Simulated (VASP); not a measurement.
# AgCl (Pm-3m) in VASP: further runs, part 2 of 2

VASP 6.6.1. The steps go on from the part before.

**5. Single point, PBE-based screened hybrid with 75 % exact exchange**

File POSCAR:

```
AgCl
1.0
    3.3955880419      0.0000000000      0.0000000000
    0.0000000000      3.3955880419      0.0000000000
    0.0000000000      0.0000000000      3.3955880419
Ag Cl
1 1
Direct
    0.0000000000      0.0000000000      0.0000000000
    0.5000000000      0.5000000000      0.5000000000
```

File INCAR.step1:

```
ALGO = Normal ; EDIFF = 1E-5
ENCUT = 470 ; GGA = PE
GGA_COMPAT = False ; ISIF = 2
ISMEAR = 0 ; LASPH = True
LCHARG = False ; LREAL = False
LWAVE = True ; NBANDS = 20
NELM = 120 ; PREC = Accurate
SIGMA = 0.01
```

File INCAR.step2:

```
AEXX = 0.75 ; ALGO = Normal
EDIFF = 1E-6 ; ENCUT = 470
GGA = PE ; GGA_COMPAT = False
HFSCREEN = 0.5 ; ISIF = 2
ISMEAR = 0 ; ISTART = 1
LASPH = True ; LCHARG = False
LHFCALC = True ; LREAL = False
LWAVE = False ; NBANDS = 20
NELM = 120 ; PREC = Accurate
PRECFOCK = Normal ; SIGMA = 0.01
```

File KPOINTS:

```
k-points
0
Gamma
  4 4 4
```

Potentials or basis: VASP PAW PBE potentials, release 64 (Ag_sv_GW, Cl).

On the command line:

```bash
cat potpaw_PBE.64/Ag_sv_GW/POTCAR potpaw_PBE.64/Cl/POTCAR > POTCAR
cp INCAR.step1 INCAR
mpirun -np 1 vasp_std > vasp.out
cp INCAR.step2 INCAR
mpirun -np 1 vasp_std > vasp.out
```

OUTCAR:

```text
AEXX = 0.75
   EDIFF = 1E-6
   ENCUT = 470
   GGA = PE
   HFSCREEN = 0.5
   ISIF = 2
   ISMEAR = 0
   ISTART = 1
   LASPH = True
   LHFCALC = True
   LREAL = False
   NELM = 120
   PREC = Accurate
   PRECFOCK = Normal

 ion  position               nearest neighbor table
   1  0.000  0.000  0.000-
   2  0.500  0.500  0.500-

  LATTYP: Found a simple cubic cell.
 ALAT       =     3.3955880419

  Lattice vectors:

 A1 = (   3.3955880419,   0.0000000000,   0.0000000000)
 A2 = (   0.0000000000,   3.3955880419,   0.0000000000)
 A3 = (   0.0000000000,   0.0000000000,   3.3955880419)

Analysis of symmetry for initial positions (statically):
=====================================================================
 Subroutine PRICEL returns:
 Original cell was already a primitive cell.

 Routine SETGRP: Setting up the symmetry group for a
 simple cubic supercell.

 Subroutine GETGRP returns: Found 48 space group operations
[... 151 lines left out ...]
  ---------------------------------------------------
  ext. energy  EPLUGINS =         0.00000000
  ---------------------------------------------------
  free energy    TOTEN  =        -1.91406678 eV

  energy without entropy =       -1.91406678  energy(sigma->0) =       -1.91406678

 E-fermi :   2.0606     XC(G=0):  -6.2739

 val. band max:        1.9447351301   @ k =   0.5000   0.0000   0.0000
 cond. band min:       5.1919628903   @ k =   0.0000   0.0000   0.0000
 fundamental gap:      3.2472277602
 Fermi energy:         2.0606305212

 k-point     1 :       0.0000    0.0000    0.0000
  band No.  band energies     occupation
      1     -99.7962      2.00000
      2     -59.4888      2.00000
      3     -59.4888      2.00000
      4     -59.4888      2.00000
      5     -15.6776      2.00000
      6      -2.1244      2.00000
[... 219 lines left out ...]
     19      23.1945      0.00000
     20      23.1945      0.00000

------------------------ aborting loop because EDIFF is reached ----------------------------------------

  FORCE on cell =-STRESS in cart. coord.  units (eV):
  Direction    XX          YY          ZZ          XY          YZ          ZX
  --------------------------------------------------------------------------------------
  -------------------------------------------------------------------------------------
  Total       -0.1185385     -0.1185385     -0.1185385      0.0000000      0.0000000     -0.0000000
  in kB       -4.8509291     -4.8509291     -4.8509291      0.0000000      0.0000000     -0.0000000
  external PRESSURE =      -4.8509291 kB  Pullay stress =       0.0000000 kB

 VOLUME and BASIS-vectors are now :
 -----------------------------------------------------------------------------
  energy-cutoff  :      470.00
  volume of cell :       39.15
      direct lattice vectors                 reciprocal lattice vectors
     3.395588042  0.000000000  0.000000000     0.294499800  0.000000000  0.000000000
     0.000000000  3.395588042  0.000000000     0.000000000  0.294499800  0.000000000
     0.000000000  0.000000000  3.395588042     0.000000000  0.000000000  0.294499800

 POSITION                                       TOTAL-FORCE (eV/Angst)
 -----------------------------------------------------------------------------------
      0.00000      0.00000      0.00000         0.000000      0.000000      0.000000
      1.69779      1.69779      1.69779         0.000000      0.000000      0.000000
 -----------------------------------------------------------------------------------
    total drift:                               -0.000000     -0.000000      0.000001

  FREE ENERGIE OF THE ION-ELECTRON SYSTEM (eV)
  ---------------------------------------------------
  free  energy   TOTEN  =        -1.9140667770 eV

  energy  without entropy=       -1.9140667770  energy(sigma->0) =       -1.91406678
```

OUTCAR.step1:

```text
EDIFF = 1E-5
   ENCUT = 470
   GGA = PE
   ISIF = 2
   ISMEAR = 0
[... 434 lines left out ...]
 -----------------------------------------------------------------------------------
      0.00000      0.00000      0.00000         0.000000      0.000000      0.000000
      1.69779      1.69779      1.69779         0.000000      0.000000      0.000000
 -----------------------------------------------------------------------------------
    total drift:                                0.000000      0.000000     -0.000000

  FREE ENERGIE OF THE ION-ELECTRON SYSTEM (eV)
  ---------------------------------------------------
  free  energy   TOTEN  =        -3.0173307201 eV

  energy  without entropy=       -3.0173307201  energy(sigma->0) =       -3.01733072
```

Run time: 7.3 min. Hardware: 1 thread of Intel Xeon 6975P-C (Granite Rapids), shared host; peak memory 0.26 GiB.

What came out:

- Free energy: -1.9141 eV
- Pressure: -0.5 GPa
- Band gap on the k mesh: 3.25 eV (least direct gap 4.66 eV)

Caveat: the k points lie up to 0.46 Å⁻¹ apart; the structure was generated, so it needn't be the stable form of AgCl; the PAW data sets were made with another functional, which shifts forces and pressure a little. A k mesh can miss the band edges.

**6. The runs side by side**

| level | potentials or basis | k mesh | cutoff (eV) | smearing | grid for exact exchange (PRECFOCK) | share of exact exchange | screening parameter | gap on the mesh (eV) | pressure (GPa) |
| --- | --- | --- | --- | --- | --- | --- | --- | --- | --- |
| PBE | VASP PAW PBE potentials, release 64 (Ag, Cl) | 6 × 6 × 6, shifted | 500 | gaussian 0.01 eV | - | - | - | 1.02 | 1.5 |
| PBE | VASP PAW PBE potentials, release 64 (Ag, Cl) | 6 × 6 × 6 | 500 | fermi-dirac 0.05 eV | - | - | - | 0.58 | 1.5 |
| PBE-based screened hybrid with 75 % exact exchange | VASP PAW PBE potentials, release 64 (Ag_sv_GW, Cl) | 4 × 4 × 4 | 470 | gaussian 0.01 eV | Normal | 0.75 | 0.5 1/Å | 3.25 | -0.5 |

Alike in all rows: task single point; no spin polarisation; cell as given.

Caveats: some runs use coarse meshes; the structure was generated, so it needn't be the stable form of AgCl; a shifted mesh leaves out Γ, where band edges can lie (at least some runs); semilocal functionals underestimate gaps, and a narrow one can read as zero (at least some runs); the PAW data sets were made with another functional, which shifts forces and pressure a little (at least some runs).

Total energies depend on the potentials used, so only differences within one code and one set of settings carry meaning.
